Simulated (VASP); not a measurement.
# Fe (Fm-3m) in VASP: notebook

Fe is run at these levels: PBE, PBE+D3(BJ); tasks: single point.

Everything below comes from runs of VASP 6.6.1. Logs are shortened: lines on timing, memory, paths and dates and some standing lists are left out, and cuts for length are marked.

## Step 1: The cell of the first run

It takes space group Fm-3m (No. 225, cubic). Conventional cell: a = 3.449 Å, b = 3.449 Å, c = 3.449 Å, α = 90.00°, β = 90.00°, γ = 90.00°. Within 3.2 Å of Fe (site symmetry m-3m) lie 12 Fe at 2.44 Å.

## Step 2: Single point, PBE

INCAR reads:

```
PREC = Accurate ; ENCUT = 600
EDIFF = 1E-6 ; ISMEAR = -1
SIGMA = 0.0577 ; LREAL = False
LASPH = True ; NELM = 120
ALGO = Normal ; ISIF = 2
LWAVE = False ; LCHARG = False
GGA = PE ; NBANDS = 10
GGA_COMPAT = False
```

KPOINTS reads:

```
regular mesh
0
Gamma
  9 9 9
```

POSCAR reads:

```
Fe
1.0
    0.0000000000      1.7245111484      1.7245111484
    1.7245111484      0.0000000000      1.7245111484
    1.7245111484      1.7245111484      0.0000000000
Fe
1
Direct
    0.0000000000      0.0000000000      0.0000000000
```

Potentials or basis: VASP PAW PBE potentials, release 64 (Fe).

The run is started by

```bash
cat potpaw_PBE.64/Fe/POTCAR > POTCAR
mpirun -np 1 vasp_std > vasp.out
```

OUTCAR:

```text
PREC = Accurate
   ENCUT = 600
   EDIFF = 1E-6
   ISMEAR = -1
   LREAL = False
   LASPH = True
   NELM = 120
   ISIF = 2
   GGA = PE

 ion  position               nearest neighbor table
   1  0.000  0.000  0.000-

  LATTYP: Found a face centered cubic cell.
 ALAT       =     3.4490222968

  Lattice vectors:

 A1 = (   0.0000000000,   1.7245111484,   1.7245111484)
 A2 = (   1.7245111484,   0.0000000000,   1.7245111484)
 A3 = (   1.7245111484,   1.7245111484,   0.0000000000)

Analysis of symmetry for initial positions (statically):
=====================================================================
 Subroutine PRICEL returns:
 Original cell was already a primitive cell.

 Routine SETGRP: Setting up the symmetry group for a
 face centered cubic supercell.

 Subroutine GETGRP returns: Found 48 space group operations
 (whereof 48 operations were pure point group operations)
 out of a pool of 48 trial point group operations.

The static configuration has the point symmetry O_h .

Analysis of symmetry for dynamics (positions and initial velocities):
=====================================================================
 Subroutine PRICEL returns:
 Original cell was already a primitive cell.

 Routine SETGRP: Setting up the symmetry group for a
 face centered cubic supercell.

 Subroutine GETGRP returns: Found 48 space group operations
 (whereof 48 operations were pure point group operations)
 out of a pool of 48 trial point group operations.

The dynamic configuration has the point symmetry O_h .

 Subroutine INISYM returns: Found 48 space group operations
 (whereof 48 operations are pure point group operations),
 and found     1 'primitive' translations

----------------------------------------------------------------------------------------

                                     Primitive cell

  volume of cell :      10.2572

  direct lattice vectors                    reciprocal lattice vectors
     0.000000000  1.724511148  1.724511148    -0.289937238  0.289937238  0.289937238
     1.724511148  0.000000000  1.724511148     0.289937238 -0.289937238  0.289937238
     1.724511148  1.724511148  0.000000000     0.289937238  0.289937238 -0.289937238

  length of vectors
     2.438827055  2.438827055  2.438827055     0.502186028  0.502186028  0.502186028

  position of ions in fractional coordinates (direct lattice)
     0.000000000  0.000000000  0.000000000

  ion indices of the primitive-cell ions
   primitive index   ion index
                 1           1

----------------------------------------------------------------------------------------

 KPOINTS: regular mesh

Automatic generation of k-mesh.
 Grid dimensions read from file:
 generate k-points for:    9    9    9

 Generating k-lattice:

  Cartesian coordinates                     Fractional coordinates (reciprocal lattice)
    -0.032215249  0.032215249  0.032215249     0.111111111  0.000000000  0.000000000
     0.032215249 -0.032215249  0.032215249     0.000000000  0.111111111  0.000000000
     0.032215249  0.032215249 -0.032215249     0.000000000  0.000000000  0.111111111

  Length of vectors
     0.055798448  0.055798448  0.055798448

  Shift w.r.t. Gamma in fractional coordinates (k-lattice)
     0.000000000  0.000000000  0.000000000

 Subroutine IBZKPT returns following result:
 ===========================================

 Found     35 irreducible k-points:

 Following reciprocal coordinates:
            Coordinates               Weight
  0.000000  0.000000  0.000000      1.000000
  0.111111  0.000000  0.000000      8.000000
  0.222222  0.000000  0.000000      8.000000
  0.333333  0.000000  0.000000      8.000000
  0.444444  0.000000  0.000000      8.000000
  0.111111  0.111111  0.000000      6.000000
[... 16 lines left out ...]
 -0.333333  0.333333  0.000000     12.000000
  0.444444  0.444444  0.000000      6.000000
 [... further k-points ...]
   k-points           NKPTS =     35   k-points in BZ     NKDIM =     35   number of bands    NBANDS=     10
   number of dos      NEDOS =    301   number of ions     NIONS =      1
   total plane-waves  NPLWV =   8000
   dimension x,y,z NGX =    20 NGY =   20 NGZ =   20
   dimension x,y,z NGXF=    40 NGYF=   40 NGZF=   40
   ions per type =               1
   NGX,Y,Z   is equivalent  to a cutoff of  13.63, 13.63, 13.63 a.u.
   NGXF,Y,Z  is equivalent  to a cutoff of  27.27, 27.27, 27.27 a.u.
 SYSTEM =  unknown system
   PREC   = accura    normal or accurate (medium, high low for compatibility)
   ISTART =      0    job   : 0-new  1-cont  2-samecut
   ICHARG =      2    charge: 1-file 2-atom 10-const
   ISPIN  =      1    spin polarized calculation?
   LNONCOLLINEAR =      F non collinear calculations
   LSORBIT =      F    spin-orbit coupling
   LASPH  =      T    aspherical Exc in radial PAW
   ENCUT  =  600.0 eV  44.10 Ry    6.64 a.u.   4.87  4.87  4.87*2*pi/ulx,y,z
   NELM   =    120;   NELMIN=  2; NELMDL= -5     # of ELM steps
   EDIFF  = 0.1E-05   stopping-criterion for ELM
   LREAL  =      F    real-space projection
   EDIFFG = 0.1E-04   stopping-criterion for IOM
   NSW    =      0    number of steps for IOM
   IBRION =     -1    ionic relax: 0-MD 1-quasi-New 2-CG
   NFREE  =      0    steps in history (QN), initial steepest desc. (CG)
   ISIF   =      2    stress and relaxation
   ISYM   =      2    0-nonsym 1-usesym 2-fastsym
   POTIM  = 0.5000    time-step for ionic-motion
   TEBEG  =    0.0;   TEEND  =   0.0 temperature during run
   PSTRESS=    0.0 pullay stress
   NELECT =       8.0000    total number of electrons
   NUPDOWN=      -1.0000    fix difference up-down
   EMIN   =  10.00;   EMAX   =-10.00  energy-range for DOS
   EFERMI =   0.00;   METHOD = LEGACY
   ISMEAR =    -1;   SIGMA  =   0.06  broadening in eV -4-tet -1-fermi 0-gaus
   EFERMI_NEDOS =   21; number of points for ismear=-14 and -15
   IALGO  =     38    algorithm
   IMIX   =      4    mixing-type and parameters
     AMIX     =   0.40;   BMIX     =  1.00
     AMIX_MAG =   1.60;   BMIX_MAG =  1.00
  volume/ion in A,a.u.               =      10.26        69.22
  Fermi-wavevector in a.u.,A,eV,Ry     =   1.506938  2.847701 30.896970  2.270863
  Thomas-Fermi vector in A             =   2.617590
   LORBIT       =      0    0 simple, 1 ext, 2 COOP (PROOUT), +10 PAW based schemes
   GGA     = PE    functional components
   LHFCALC =     F    Hartree Fock is set to
   AEXX    =    0.0000 exact exchange contribution
   IVDW    =     0    specifies the selected vdW correction
   LEPSILON=     F    determine dielectric tensor
   LRPA    =     F    only Hartree local field effects (RPA)
 non-spin polarized calculation
  energy-cutoff  :      600.00
  volume of cell :       10.26
 maximum number of plane-waves:       349
   NGX =  9   NGY =  9   NGZ =  9

 number of electron       8.0000004 magnetization

 Free energy of the ion-electron system (eV)
  ---------------------------------------------------
  ext. energy  EPLUGINS =         0.00000000
  ---------------------------------------------------
  free energy    TOTEN  =        -8.08663408 eV

  energy without entropy =       -8.07230602  energy(sigma->0) =       -8.07947005

 E-fermi :   6.8134     XC(G=0): -13.7560

 val. band max:        6.8008459971   @ k =   0.1111   0.1111   0.0000
 cond. band min:       6.8567354553   @ k =  -0.4444   0.3333   0.0000
 fundamental gap:      0.0558894582
 Fermi energy:         6.8133843123

 k-point     1 :       0.0000    0.0000    0.0000
  band No.  band energies     occupation
      1      -2.0450      2.00000
      2       5.1380      2.00000
      3       5.1380      2.00000
      4       5.1380      2.00000
      5       6.6850      1.80488
      6       6.6850      1.80488
      7      30.0813      0.00000
      8      35.5769      0.00000
      9      35.5769      0.00000
     10      35.5769      0.00000

 k-point     2 :       0.1111    0.0000    0.0000
  band No.  band energies     occupation
      1      -1.5269      2.00000
      2       4.9553      2.00000
      3       5.2763      2.00000
      4       5.2763      2.00000
      5       6.6261      1.92499
      6       6.6261      1.92499
      7      29.1040      0.00000
      8      32.1109      0.00000
      9      35.0888      0.00000
     10      35.0888      0.00000

 k-point     3 :       0.2222    0.0000    0.0000
  band No.  band energies     occupation
      1      -0.1330      2.00000
      2       4.6415      2.00000
      3       5.4275      2.00000
      4       5.4275      2.00000
      5       6.7135      1.69915
      6       6.7135      1.69915
      7      24.4328      0.00000
      8      30.7714      0.00000
      9      34.4111      0.00000
     10      34.4111      0.00000

 k-point     4 :       0.3333    0.0000    0.0000
  band No.  band energies     occupation
      1       1.3809      2.00000
      2       4.9965      2.00000
      3       5.2613      2.00000
      4       5.2613      2.00000
      5       7.2218      0.00169
      6       7.2218      0.00169
      7      19.4553      0.00000
      8      29.6032      0.00000
      9      33.9808      0.00000
     10      33.9808      0.00000

 k-point     5 :       0.4444    0.0000    0.0000
  band No.  band energies     occupation
      1       1.9064      2.00000
      2       5.0735      2.00000
      3       5.0735      2.00000
      4       6.5746      1.96859
      5       7.6786      0.00000
      6       7.6786      0.00000
      7      15.7185      0.00000
      8      28.7719      0.00000
      9      33.7879      0.00000
     10      33.7879      0.00000

 k-point     6 :       0.1111    0.1111    0.0000
  band No.  band energies     occupation
      1      -1.3574      2.00000
      2       4.7992      2.00000
      3       5.3916      2.00000
      4       5.3916      2.00000
      5       6.3747      1.99900
      6       6.8008      1.10823
      7      29.6482      0.00000
      8      32.6990      0.00000
      9      32.8719      0.00000
     10      32.8719      0.00000
[... 183 lines left out ...]
 k-point    21 :       0.4444    0.3333    0.0000
  band No.  band energies     occupation
      1       2.1773      2.00000
      2       2.9847      2.00000
      3       6.3457      1.99940
      4       7.1114      0.01137
      5       7.8197      0.00000
      6       9.2885      0.00000
      7      21.1664      0.00000
      8      22.1691      0.00000
      9      24.6552      0.00000
     10      29.6382      0.00000

 k-point    22 :      -0.4444    0.3333    0.0000
  band No.  band energies     occupation
      1       2.6391      2.00000
      2       3.1890      2.00000
      3       5.6475      2.00000
      4       6.8567      0.64107
      5       7.7803      0.00000
      6      12.5511      0.00000
      7      17.0950      0.00000
      8      20.1004      0.00000
      9      25.4029      0.00000
     10      30.0527      0.00000

 k-point    23 :      -0.3333    0.3333    0.0000
  band No.  band energies     occupation
      1       3.2836      2.00000
      2       3.5364      2.00000
      3       4.8349      2.00000
      4       6.4837      1.99343
      5       7.3581      0.00016
      6      13.3201      0.00000
      7      16.1017      0.00000
      8      19.5776      0.00000
      9      27.4959      0.00000
     10      30.3470      0.00000

 k-point    24 :       0.4444    0.4444    0.0000
  band No.  band energies     occupation
      1       1.8835      2.00000
      2       2.6501      2.00000
      3       7.6836      0.00000
      4       7.8967      0.00000
      5       7.8967      0.00000
      6       9.3373      0.00000
      7      19.3977      0.00000
      8      23.3036      0.00000
      9      23.3036      0.00000
     10      28.4290      0.00000

 [... further k-points ...]

------------------------ aborting loop because EDIFF is reached ----------------------------------------

  FORCE on cell =-STRESS in cart. coord.  units (eV):
  Direction    XX          YY          ZZ          XY          YZ          ZX
  --------------------------------------------------------------------------------------
  -------------------------------------------------------------------------------------
  Total       -0.0455198     -0.0455198     -0.0455198      0.0000000      0.0000000      0.0000000
  in kB       -7.1102250     -7.1102250     -7.1102250      0.0000000      0.0000000      0.0000000
  external PRESSURE =      -7.1102250 kB  Pullay stress =       0.0000000 kB

 VOLUME and BASIS-vectors are now :
 -----------------------------------------------------------------------------
  energy-cutoff  :      600.00
  volume of cell :       10.26
      direct lattice vectors                 reciprocal lattice vectors
     0.000000000  1.724511148  1.724511148    -0.289937238  0.289937238  0.289937238
     1.724511148  0.000000000  1.724511148     0.289937238 -0.289937238  0.289937238
     1.724511148  1.724511148  0.000000000     0.289937238  0.289937238 -0.289937238

 POSITION                                       TOTAL-FORCE (eV/Angst)
 -----------------------------------------------------------------------------------
      0.00000      0.00000      0.00000         0.000000      0.000000      0.000000
 -----------------------------------------------------------------------------------
    total drift:                                0.000000      0.000000      0.000000

  FREE ENERGIE OF THE ION-ELECTRON SYSTEM (eV)
  ---------------------------------------------------
  free  energy   TOTEN  =        -8.0866340845 eV

  energy  without entropy=       -8.0723060228  energy(sigma->0) =       -8.07947005
```

It took 3.7 s on 1 thread of Intel Xeon Platinum 8488C (Sapphire Rapids), shared host; peak memory 0.12 GiB.

What came out:

```yaml
Free_energy: -8.0866 eV
Pressure: -0.7 GPa
Band_gap_on_the_k_mesh: zero (band 4 reaches 7.90 eV, above the bottom of band 5 at 6.11 eV)
```

Caveat: the run has no spin polarisation, though such a crystal can be magnetic.

[end of part 1 of 2]
